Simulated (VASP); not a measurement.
A run of VASP 6.6.1 is set up as follows.

INCAR

```
SYSTEM = NdAs3Pb2
  PREC = Accurate
  ENCUT = 500
  EDIFF = 1E-6
  ISMEAR = 0
  SIGMA = 0.1
  LREAL = .FALSE.
  LASPH = .TRUE.
  NELM = 200
  ALGO = Normal
  ISIF = 2
  LWAVE = .FALSE.
  LCHARG = .TRUE.
  GGA = PE
  LELF = .TRUE.
  LVHAR = .TRUE.
  NBANDS = 36
  GGA_COMPAT = .FALSE.
  LMAXMIX = 6
```

The input KPOINTS:

```
regular mesh
0
G
  6 6 8
  0 0 0
```

File POSCAR:

```
NdAs3Pb2
1.0
    5.8053927913      0.0000000000      0.0000000000
   -2.9026963957      5.0276176362      0.0000000000
    0.0000000000      0.0000000000      5.7745195394
Nd As Pb
1 3 2
Direct
    0.0000000000      0.0000000000      0.1702071670
    0.0000000000      0.5000000000     -0.0046740111
    0.5000000000      0.0000000000     -0.0046740111
    0.5000000000      0.5000000000     -0.0046740111
    0.6666666667      0.3333333333      0.5069048882
    0.3333333333      0.6666666667      0.5069048882
```

Potentials or basis: VASP PAW PBE potentials, release 64 (Nd_3, As, Pb_d), 4f in core.

The run is started by

```console
$ cat potpaw_PBE.64/Nd_3/POTCAR potpaw_PBE.64/As/POTCAR potpaw_PBE.64/Pb_d/POTCAR > POTCAR
$ mpirun -np 1 vasp_std > vasp.out
```

Predict the pressure.

0.1 GPa.

Predict the largest force.

0.026 eV/Å.

Forces on the atoms (eV/Å):
```
Nd   0.000  0.000  0.026
As   0.000  0.000 -0.009
As   0.000  0.000 -0.009
As   0.000  0.000 -0.009
Pb   0.000  0.000  0.001
Pb   0.000  0.000  0.001
```

Caveat: spin-orbit coupling is left out, which moves the levels of the heavy elements; the 4f electrons are frozen in the core, so they carry no moment and show no levels. Spin polarisation is off, so any magnetic state and its effect on volume and gap are missing.
